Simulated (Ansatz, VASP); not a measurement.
# One calculation of H2ClF, two programs

```xyz
24
Lattice="8.2475 0.0000 0.0000 0.0000 8.2475 0.0000 0.0000 0.0000 8.2475" Properties=species:S:1:pos:R:3 pbc="T T T"
Cl    0.8614    3.6957    5.5503
Cl    6.0895    0.4745    5.5089
Cl    2.5602    1.0975    2.2391
Cl    5.9236    6.8837    0.2456
Cl    3.0413    7.0428    5.6288
Cl    4.0620    2.5297    7.8166
H    -0.1803    4.3861    5.0593
H     4.8673    0.0038    5.5530
H     2.4866    2.3710    2.6133
H     6.3522    7.6489   -0.7338
H     2.2189    7.6247    6.4705
H     3.4739    1.8392    8.8053
H     0.2469    2.7880   -1.1503
H     7.2719    6.8947    1.7752
H     3.4849    4.2418    2.4755
H     8.8525    9.0792    7.7377
H     4.6936    3.7982    0.9171
H     7.2438    5.8808    3.6912
F     0.0489    2.2272   -0.3655
F     7.7988    6.8210    2.5793
F     2.6273    4.0208    2.8499
F     9.1479    8.1596    7.6279
F     4.8396    4.3606    1.6988
F     6.9101    5.2744    4.3718
```

Alike in both runs: functional PBE; k mesh 1 × 1 × 1; occupations fermi-dirac, width 0.05 eV; no spin polarisation.

Ansatz relaxed the structure, and its values are those at the end. VASP's run is a single point on that final structure, the one shown.

|  | VASP | Ansatz |
| --- | --- | --- |
| version | VASP 6.6.1 | Ansatz 0.2.0 |
| potentials or method | VASP PAW PBE potentials, release 64 (Cl, H_h, F_h), cutoff 910 eV | scalar-relativistic, plane waves, PAW |
| valence electrons in the cell | 96 | 96 |

```tsv
	VASP	Ansatz	Ansatz less VASP
rms of the force components (eV/Å)	0.078	0.066	-0.0120
```

With one functional, cell and mesh, what is left measures potentials, basis and numerics.

Noted on VASP's run: the cutoff is short for stress, so the pressure is rough.
